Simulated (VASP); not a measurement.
Wanted: the native input for a VASP 6.6.1 run.

```
Task                   : relaxation of cell and atoms
Functional             : PBE
Dispersion             : D3(BJ)
Potentials or basis    : VASP PAW PBE potentials, release 64 (Mo_sv, S)
Cutoff                 : 600 eV
k mesh                 : 12 × 12 × 2
Occupations            : gaussian, width 0.02 eV
Spin                   : no spin polarisation
Dipole correction      : no
Further INCAR settings : ALGO = Normal; EDIFF = 1e-06; IBRION = 2; EDIFFG = -0.02; NSW = 90; ISIF = 3
```

The structure of MoS2 lies in POSCAR:

```
MoS2
1.0
    3.1690000000      0.0000000000      0.0000000000
   -1.5845000000      2.7444345046      0.0000000000
    0.0000000000      0.0000000000     12.3240000000
Mo S
2 4
Direct
    0.3333333333      0.6666666667      0.2500000000
    0.6666666667      0.3333333333      0.7500000000
    0.3333333333      0.6666666667      0.6230000000
    0.6666666667      0.3333333333      0.1230000000
    0.3333333333      0.6666666667      0.8770000000
    0.6666666667      0.3333333333      0.3770000000
```

These files were run (other wordings do the same):

INCAR

```
PREC = Accurate
ENCUT = 600
EDIFF = 1E-6
ISMEAR = 0
SIGMA = 0.02
LREAL = F
LASPH = T
NELM = 60
ALGO = Normal
ISIF = 3
LWAVE = F
LCHARG = F
GGA = PE
IVDW = 12
IBRION = 2
NSW = 90
EDIFFG = -0.02
```

KPOINTS

```
regular mesh
0
Gamma
  12 12 2
```

Potentials or basis: VASP PAW PBE potentials, release 64 (Mo_sv, S).

Command:

```sh
$ cat potpaw_PBE.64/Mo_sv/POTCAR potpaw_PBE.64/S/POTCAR > POTCAR
$ mpirun -np 1 vasp_std > vasp.out
```

It gave:

```yaml
Relaxed_volume: 17.31 Å³/atom
Relaxed_cell: a = 3.149 Å, b = 3.149 Å, c = 12.091 Å, α = 90.00°, β = 90.00°, γ = 120.00°
Space_group_after_relaxing_to_0.1_Å: P6_3/mmc (No. 194)
Energy_gained_by_relaxing: 2.8 meV/atom
Ionic_steps: 9
Pressure_after_relaxing: 0.0 GPa
Largest_force_after_relaxing: 0.008 eV/Å
Band_gap_on_the_k_mesh: 0.80 eV (least direct gap 1.70 eV)
Dispersion_energy_per_atom: -0.437 eV
```

Run time: 7.2 min on 1 thread of AMD EPYC 9R45 96-Core Processor (Zen 5), with other jobs on the host, peak memory 0.33 GiB.
